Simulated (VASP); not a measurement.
# Hf3Be (I4/mmm) in VASP: a series of runs

Runs on Hf3Be. Level: PBE. Tasks: single point, relaxation of cell and atoms.

Everything below comes from runs of VASP 6.6.1. Logs are shortened: lines on timing, memory, paths and dates and some standing lists are left out, and cuts for length are marked.

**1. The cell of the first run**

Symmetry: I4/mmm, No. 139, tetragonal system. Conventional cell: a = 4.152 Å, b = 4.152 Å, c = 8.678 Å, α = 90.00°, β = 90.00°, γ = 90.00°. Hf (site symmetry 4/mmm) has 4 Be at 2.94 Å and 8 Hf at 3.00 Å within 3.9 Å. Within 3.9 Å of Hf (site symmetry -4m2) lie 8 Hf at 2.94 to 3.00 Å and 4 Be at 3.00 Å. Be (site symmetry 4/mmm) has 12 Hf at 2.94 to 3.00 Å within 3.9 Å.

**2. Single point, PBE**

INCAR reads:

```
ALGO = Fast ; EDIFF = 1E-6
ENCUT = 520 ; GGA = PE
ISIF = 2 ; ISMEAR = -1
LASPH = True ; LCHARG = False
LREAL = False ; LWAVE = False
NBANDS = 24 ; NELM = 80
PREC = Accurate ; SIGMA = 0.05
```

KPOINTS reads:

```
k-points
0
Gamma
  9 9 9
```

POSCAR reads:

```
Hf3Be
1.0
   -2.0761504214      2.0761504214      4.3391097021
    2.0761504214     -2.0761504214      4.3391097021
    2.0761504214      2.0761504214     -4.3391097021
Hf Be
3 1
Direct
    0.5000000000      0.5000000000      0.0000000000
    0.2500000000      0.7500000000      0.5000000000
    0.7500000000      0.2500000000      0.5000000000
    0.0000000000      0.0000000000      0.0000000000
```

Potentials or basis: VASP PAW PBE potentials, release 64 (Hf_pv, Be).

Launch:

```sh
$ cat potpaw_PBE.64/Hf_pv/POTCAR potpaw_PBE.64/Be/POTCAR > POTCAR
$ mpirun -np 1 vasp_std > vasp.out
```

OUTCAR:

```text
EDIFF = 1E-6
   ENCUT = 520
   GGA = PE
   ISIF = 2
   ISMEAR = -1
   LASPH = True
   LREAL = False
   NELM = 80
   PREC = Accurate

 ion  position               nearest neighbor table
   1  0.500  0.500  0.000-   4 2.94   4 2.94   4 2.94   4 2.94   3 3.00   2 3.00   3 3.00   3 3.00
                             2 3.00   2 3.00   3 3.00   2 3.00
   2  0.250  0.750  0.500-   3 2.94   3 2.94   3 2.94   3 2.94   4 3.00   1 3.00   4 3.00   1 3.00
                             4 3.00   4 3.00   1 3.00   1 3.00
   3  0.750  0.250  0.500-   2 2.94   2 2.94   2 2.94   2 2.94   4 3.00   1 3.00   4 3.00   4 3.00
                             1 3.00   1 3.00   4 3.00   1 3.00
   4  0.000  0.000  0.000-   1 2.94   1 2.94   1 2.94   1 2.94   3 3.00   2 3.00   3 3.00   2 3.00
                             3 3.00   3 3.00   2 3.00   2 3.00

  LATTYP: Found a body centered tetragonal cell.
 ALAT       =     4.1523008428
 C/A-ratio  =     2.0899784801

  Lattice vectors:

 A1 = (  -2.0761504214,   2.0761504214,   4.3391097021)
 A2 = (   2.0761504214,  -2.0761504214,   4.3391097021)
 A3 = (   2.0761504214,   2.0761504214,  -4.3391097021)

Analysis of symmetry for initial positions (statically):
=====================================================================
 Subroutine PRICEL returns:
 Original cell was already a primitive cell.

 Routine SETGRP: Setting up the symmetry group for a
 body centered tetragonal supercell.

 Subroutine GETGRP returns: Found 16 space group operations
 (whereof 16 operations were pure point group operations)
 out of a pool of 16 trial point group operations.

The static configuration has the point symmetry D_4h.

Analysis of symmetry for dynamics (positions and initial velocities):
=====================================================================
 Subroutine PRICEL returns:
 Original cell was already a primitive cell.

 Routine SETGRP: Setting up the symmetry group for a
 body centered tetragonal supercell.

 Subroutine GETGRP returns: Found 16 space group operations
 (whereof 16 operations were pure point group operations)
 out of a pool of 16 trial point group operations.

The dynamic configuration has the point symmetry D_4h.

 Subroutine INISYM returns: Found 16 space group operations
 (whereof 16 operations are pure point group operations),
 and found     1 'primitive' translations

----------------------------------------------------------------------------------------

                                     Primitive cell

  volume of cell :      74.8132

  direct lattice vectors                    reciprocal lattice vectors
    -2.076150421  2.076150421  4.339109702     0.000000000  0.240830334  0.115231012
     2.076150421 -2.076150421  4.339109702     0.240830334  0.000000000  0.115231012
     2.076150421  2.076150421 -4.339109702     0.240830334  0.240830334  0.000000000

  length of vectors
     5.239148228  5.239148228  5.239148228     0.266978344  0.266978344  0.340585525

  position of ions in fractional coordinates (direct lattice)
     0.500000000  0.500000000  0.000000000
     0.250000000  0.750000000  0.500000000
     0.750000000  0.250000000  0.500000000
     0.000000000  0.000000000  0.000000000

  ion indices of the primitive-cell ions
   primitive index   ion index
                 1           1
                 2           2
                 3           3
                 4           4

----------------------------------------------------------------------------------------

 KPOINTS: k-points

Automatic generation of k-mesh.
 Grid dimensions read from file:
 generate k-points for:    9    9    9

 Generating k-lattice:

  Cartesian coordinates                     Fractional coordinates (reciprocal lattice)
     0.000000000  0.026758926  0.012803446     0.111111111  0.000000000 -0.000000000
     0.026758926  0.000000000  0.012803446     0.000000000  0.111111111 -0.000000000
     0.026758926  0.026758926  0.000000000     0.000000000  0.000000000  0.111111111

  Length of vectors
     0.029664260  0.029664260  0.037842836

  Shift w.r.t. Gamma in fractional coordinates (k-lattice)
     0.000000000  0.000000000  0.000000000

 Subroutine IBZKPT returns following result:
 ===========================================

 Found     75 irreducible k-points:

 Following reciprocal coordinates:
            Coordinates               Weight
  0.000000  0.000000  0.000000      1.000000
  0.111111  0.000000 -0.000000      8.000000
  0.222222  0.000000 -0.000000      8.000000
  0.333333  0.000000 -0.000000      8.000000
  0.444444  0.000000 -0.000000      8.000000
  0.111111  0.111111 -0.000000      8.000000
[... 16 lines left out ...]
 -0.333333  0.333333  0.000000      4.000000
  0.444444  0.444444  0.000000      8.000000
 [... further k-points ...]
   k-points           NKPTS =     75   k-points in BZ     NKDIM =     75   number of bands    NBANDS=     24
   number of dos      NEDOS =    301   number of ions     NIONS =      4
   total plane-waves  NPLWV =  64000
   dimension x,y,z NGX =    40 NGY =   40 NGZ =   40
   dimension x,y,z NGXF=    80 NGYF=   80 NGZF=   80
   ions per type =               3   1
   NGX,Y,Z   is equivalent  to a cutoff of  12.69, 12.69, 12.69 a.u.
   NGXF,Y,Z  is equivalent  to a cutoff of  25.39, 25.39, 25.39 a.u.
 SYSTEM =  unknown system
   PREC   = accura    normal or accurate (medium, high low for compatibility)
   ISTART =      0    job   : 0-new  1-cont  2-samecut
   ICHARG =      2    charge: 1-file 2-atom 10-const
   ISPIN  =      1    spin polarized calculation?
   LNONCOLLINEAR =      F non collinear calculations
   LSORBIT =      F    spin-orbit coupling
   LASPH  =      T    aspherical Exc in radial PAW
   ENCUT  =  520.0 eV  38.22 Ry    6.18 a.u.   9.74  9.74  9.74*2*pi/ulx,y,z
   NELM   =     80;   NELMIN=  2; NELMDL= -5     # of ELM steps
   EDIFF  = 0.1E-05   stopping-criterion for ELM
   LREAL  =      F    real-space projection
   EDIFFG = 0.1E-04   stopping-criterion for IOM
   NSW    =      0    number of steps for IOM
   IBRION =     -1    ionic relax: 0-MD 1-quasi-New 2-CG
   NFREE  =      0    steps in history (QN), initial steepest desc. (CG)
   ISIF   =      2    stress and relaxation
   ISYM   =      2    0-nonsym 1-usesym 2-fastsym
   POTIM  = 0.5000    time-step for ionic-motion
   TEBEG  =    0.0;   TEEND  =   0.0 temperature during run
   PSTRESS=    0.0 pullay stress
   NELECT =      32.0000    total number of electrons
   NUPDOWN=      -1.0000    fix difference up-down
   EMIN   =  10.00;   EMAX   =-10.00  energy-range for DOS
   EFERMI =   0.00;   METHOD = LEGACY
   ISMEAR =    -1;   SIGMA  =   0.05  broadening in eV -4-tet -1-fermi 0-gaus
   EFERMI_NEDOS =   21; number of points for ismear=-14 and -15
   IALGO  =     68    algorithm
   IMIX   =      4    mixing-type and parameters
     AMIX     =   0.40;   BMIX     =  1.00
     AMIX_MAG =   1.60;   BMIX_MAG =  1.00
  volume/ion in A,a.u.               =      18.70       126.22
  Fermi-wavevector in a.u.,A,eV,Ry     =   1.233480  2.330939 20.700892  1.521473
  Thomas-Fermi vector in A             =   2.368208
   LORBIT       =      0    0 simple, 1 ext, 2 COOP (PROOUT), +10 PAW based schemes
   GGA     = PE    functional components
   LHFCALC =     F    Hartree Fock is set to
   AEXX    =    0.0000 exact exchange contribution
   IVDW    =     0    specifies the selected vdW correction
   LEPSILON=     F    determine dielectric tensor
   LRPA    =     F    only Hartree local field effects (RPA)
 non-spin polarized calculation
 RMM-DIIS sequential band-by-band and
  energy-cutoff  :      520.00
  volume of cell :       74.81
 maximum number of plane-waves:      2033
   NGX = 19   NGY = 19   NGZ = 19

 number of electron      32.0000000 magnetization

 Free energy of the ion-electron system (eV)
  ---------------------------------------------------
  ext. energy  EPLUGINS =         0.00000000
  ---------------------------------------------------
  free energy    TOTEN  =       -33.12251929 eV

  energy without entropy =      -33.10624598  energy(sigma->0) =      -33.11438264

 E-fermi :   4.7330     XC(G=0): -11.2102

 val. band max:        4.7268661874   @ k =  -0.3333   0.3333   0.1111
 cond. band min:       4.7379899060   @ k =   0.1111   0.0000  -0.0000
 fundamental gap:      0.0111237186
 Fermi energy:         4.7329801539

 k-point     1 :       0.0000    0.0000    0.0000
  band No.  band energies     occupation
      1     -25.8701      2.00000
      2     -25.7250      2.00000
      3     -25.7250      2.00000
      4     -25.4510      2.00000
      5     -25.4510      2.00000
      6     -25.2838      2.00000
[... 16 lines left out ...]
     23       9.5375      0.00000
     24       9.5376      0.00000

 k-point     2 :       0.1111    0.0000   -0.0000
  band No.  band energies     occupation
      1     -25.8702      2.00000
      2     -25.7106      2.00000
      3     -25.6982      2.00000
      4     -25.4787      2.00000
      5     -25.4466      2.00000
      6     -25.2512      2.00000
[... 16 lines left out ...]
     23       9.2571      0.00000
     24       9.6315      0.00000

 k-point     3 :       0.2222    0.0000   -0.0000
  band No.  band energies     occupation
      1     -25.8513      2.00000
      2     -25.6717      2.00000
      3     -25.6636      2.00000
      4     -25.4943      2.00000
      5     -25.4326      2.00000
      6     -25.2005      2.00000
[... 16 lines left out ...]
     23       9.0267      0.00000
     24       9.7227      0.00000
[... 514 lines left out ...]
 k-point    23 :      -0.3333    0.3333    0.0000
  band No.  band energies     occupation
      1     -26.0041      2.00000
      2     -25.7197      2.00000
      3     -25.6599      2.00000
      4     -25.5013      2.00000
      5     -25.3989      2.00000
      6     -25.1122      2.00000
[... 16 lines left out ...]
     23       9.0237      0.00000
     24       9.2316      0.00000

 k-point    24 :       0.4444    0.4444    0.0000
  band No.  band energies     occupation
      1     -26.0259      2.00000
      2     -25.8535      2.00000
      3     -25.7572      2.00000
      4     -25.4709      2.00000
      5     -25.3259      2.00000
      6     -25.1402      2.00000
[... 16 lines left out ...]
     23       8.4351      0.00000
     24       9.2206      0.00000

 [... further k-points ...]

------------------------ aborting loop because EDIFF is reached ----------------------------------------

  FORCE on cell =-STRESS in cart. coord.  units (eV):
  Direction    XX          YY          ZZ          XY          YZ          ZX
  --------------------------------------------------------------------------------------
  -------------------------------------------------------------------------------------
  Total        0.7820115      0.7820115      0.7998240      0.0000000      0.0000000     -0.0000000
  in kB       16.7473258     16.7473258     17.1287940      0.0000000      0.0000000     -0.0000000
  external PRESSURE =      16.8744818 kB  Pullay stress =       0.0000000 kB

 VOLUME and BASIS-vectors are now :
 -----------------------------------------------------------------------------
  energy-cutoff  :      520.00
  volume of cell :       74.81
      direct lattice vectors                 reciprocal lattice vectors
    -2.076150421  2.076150421  4.339109702     0.000000000  0.240830334  0.115231012
     2.076150421 -2.076150421  4.339109702     0.240830334  0.000000000  0.115231012
     2.076150421  2.076150421 -4.339109702     0.240830334  0.240830334  0.000000000

 POSITION                                       TOTAL-FORCE (eV/Angst)
 -----------------------------------------------------------------------------------
      0.00000      0.00000      4.33911         0.000000      0.000000      0.000000
      2.07615     -0.00000      2.16955        -0.000000     -0.000000     -0.000000
     -0.00000      2.07615      2.16955         0.000000      0.000000     -0.000000
      0.00000      0.00000      0.00000         0.000000      0.000000      0.000000
 -----------------------------------------------------------------------------------
    total drift:                                0.000000     -0.000000      0.000000

  FREE ENERGIE OF THE ION-ELECTRON SYSTEM (eV)
  ---------------------------------------------------
  free  energy   TOTEN  =       -33.1225192948 eV

  energy  without entropy=      -33.1062459776  energy(sigma->0) =      -33.11438264
```

Wall time 3.2 min (1 thread of Oxide Virtual Turin-like, shared host); peak memory 0.28 GiB.

Results:

```yaml
Free_energy: -33.1225 eV
Pressure: 1.7 GPa
Band_gap_on_the_k_mesh: zero (bands 16 and 17 overlap by 0.63 eV)
```

Levels at points of the mesh, in eV from the Fermi level:
```csv
k point,band 12,band 13,band 14,band 15,band 16,band 17,band 18,band 19,band 20,band 21
"(0.00, 0.00, 0.00)",-2.61,-1.45,-1.00,-1.00,0.08,0.80,0.80,1.63,3.07,3.38
```

Caveat: spin-orbit coupling is left out, which moves the levels of the heavy elements.

**3. Single point, PBE**

This run uses another cell than the first one, of 19.06 Å³/atom.

INCAR reads:

```
ALGO = Fast ; EDIFF = 1E-7
ENCUT = 520 ; GGA = PE
ISIF = 2 ; ISMEAR = -1
LASPH = T ; LCHARG = F
LREAL = F ; LWAVE = F
NBANDS = 24 ; NELM = 60
PREC = Accurate ; SIGMA = 0.05
```

KPOINTS is that of step 2.

POSCAR reads:

```
Hf3Be
1.0
   -2.0886425718      2.0886425718      4.3691810785
    2.0886425718     -2.0886425718      4.3691810785
    2.0886425718      2.0886425718     -4.3691810785
Hf Be
3 1
Direct
    0.5000000000      0.5000000000      0.0000000000
    0.2500000000      0.7500000000      0.5000000000
    0.7500000000      0.2500000000      0.5000000000
    0.0000000000      0.0000000000      0.0000000000
```

Potentials or basis: VASP PAW PBE potentials, release 64 (Hf_pv, Be).

Launch:

```sh
$ cat potpaw_PBE.64/Hf_pv/POTCAR potpaw_PBE.64/Be/POTCAR > POTCAR
$ mpirun -np 1 vasp_std > vasp.out
```

Wall time 5 min (1 thread of Oxide Virtual Turin-like, shared host); peak memory 0.28 GiB.

The run converged. Its results:

```
Free energy            : -33.1287 eV
Pressure               : -0.3 GPa
Band gap on the k mesh : zero (bands 16 and 17 overlap by 0.62 eV)
```

Levels at points of the mesh, in eV from the Fermi level:
| k point | band 13 | band 14 | band 15 | band 16 | band 17 | band 18 | band 19 | band 20 |
| --- | --- | --- | --- | --- | --- | --- | --- | --- |
| (0.00, 0.00, 0.00) | -1.40 | -0.97 | -0.97 | 0.09 | 0.79 | 0.79 | 1.56 | 3.01 |

Caveat: spin-orbit coupling is left out, which moves the levels of the heavy elements.

**4. Single point, PBE**

This run uses another cell than the first one, of 15.54 Å³/atom.

INCAR reads:

```
SYSTEM = Hf3Be
PREC     = Accurate       ! precision mode
ENCUT    = 520            ! plane-wave cutoff, eV
EDIFF    = 1E-6           ! SCF threshold, eV
ISMEAR   = -1             ! smearing method
SIGMA    = 0.05           ! smearing width, eV
LREAL    = .FALSE.        ! projectors in reciprocal space
LASPH    = .TRUE.         ! aspherical terms in the spheres
NELM     = 80             ! most SCF steps
ALGO     = Normal         ! electronic algorithm
ISIF     = 2              ! what is computed and relaxed
LWAVE    = .FALSE.        ! write WAVECAR
LCHARG   = .FALSE.        ! write CHGCAR
GGA      = PE             ! functional
NBANDS   = 24             ! bands
```

KPOINTS reads:

```
Automatic mesh
0
G
  9 9 9
  0 0 0
```

POSCAR reads:

```
Hf3Be
1.0
   -1.9595146826      1.9595146826      4.0474862595
    1.9595146826     -1.9595146826      4.0474862595
    1.9595146826      1.9595146826     -4.0474862595
Hf Be
3 1
Direct
    0.5000000000      0.5000000000      0.0000000000
    0.2500000000      0.7500000000      0.5000000000
    0.7500000000      0.2500000000      0.5000000000
    0.0000000000      0.0000000000      0.0000000000
```

Launch:

```sh
$ cat potpaw_PBE.64/Hf_pv/POTCAR potpaw_PBE.64/Be/POTCAR > POTCAR
$ mpirun -np 1 vasp_std > vasp.out
```

It took 2.7 min on 1 thread of Oxide Virtual Turin-like, shared host; peak memory 0.22 GiB.

It converged, with:

- Free energy: -32.0289 eV
- Pressure: 29.6 GPa
- Band gap on the k mesh: zero (bands 16 and 17 overlap by 0.79 eV)

Levels at points of the mesh, in eV from the Fermi level:
```tsv
k point	band 13	band 14	band 15	band 16	band 17	band 18	band 19	band 20
(0.00, 0.00, 0.00)	-2.02	-1.28	-1.28	0.02	0.97	0.97	2.59	3.78
```

Caveat: the cell stands under pressure; spin-orbit coupling is left out, which moves the levels of the heavy elements.

**5. Single point, PBE**

This run uses another cell than the first one, of 16.41 Å³/atom.

INCAR reads:

```
SYSTEM = Hf3Be
  PREC = Accurate
  ENCUT = 520
  EDIFF = 1E-6
  ISMEAR = -1
  SIGMA = 0.05
  LREAL = .False.
  LASPH = .True.
  NELM = 60
  ALGO = Normal
  ISIF = 2
  LWAVE = .False.
  LCHARG = .True.
  GGA = PE
  LELF = .True.
  LVHAR = .True.
  NBANDS = 24
```

KPOINTS reads:

```
Automatic mesh
0
Gamma
  9 9 9
  0 0 0
```

POSCAR reads:

```
Hf3Be
1.0
   -1.9923741242      1.9923741242      4.1335317555
    1.9923741242     -1.9923741242      4.1335317555
    1.9923741242      1.9923741242     -4.1335317555
Hf Be
3 1
Direct
    0.5000000000      0.5000000000      0.0000000000
    0.2500000000      0.7500000000      0.5000000000
    0.7500000000      0.2500000000      0.5000000000
    0.0000000000      0.0000000000      0.0000000000
```

Launch:

```sh
$ cat potpaw_PBE.64/Hf_pv/POTCAR potpaw_PBE.64/Be/POTCAR > POTCAR
$ mpirun -np 1 vasp_std > vasp.out
```

Wall time 3.4 min (1 thread of Oxide Virtual Turin-like, shared host); peak memory 0.26 GiB.

It converged, with:

```yaml
Free_energy: -32.5584 eV
Pressure: 19.6 GPa
Band_gap_on_the_k_mesh: zero (bands 16 and 17 overlap by 0.72 eV)
```

Levels at points of the mesh, in eV from the Fermi level:
```
           k point  band 12  band 13  band 14  band 15  band 16  band 17  band 18  band 19  band 20  band 21
(0.00, 0.00, 0.00)    -3.13    -1.84    -1.19    -1.19     0.04     0.92     0.92     2.26     3.55     3.82
```

Caveat: the cell stands under pressure; spin-orbit coupling is left out, which moves the levels of the heavy elements.

(Part 1 of 2 ends here.)

The gap in the log of VASP goes by the Fermi energy; the results here count the filled bands.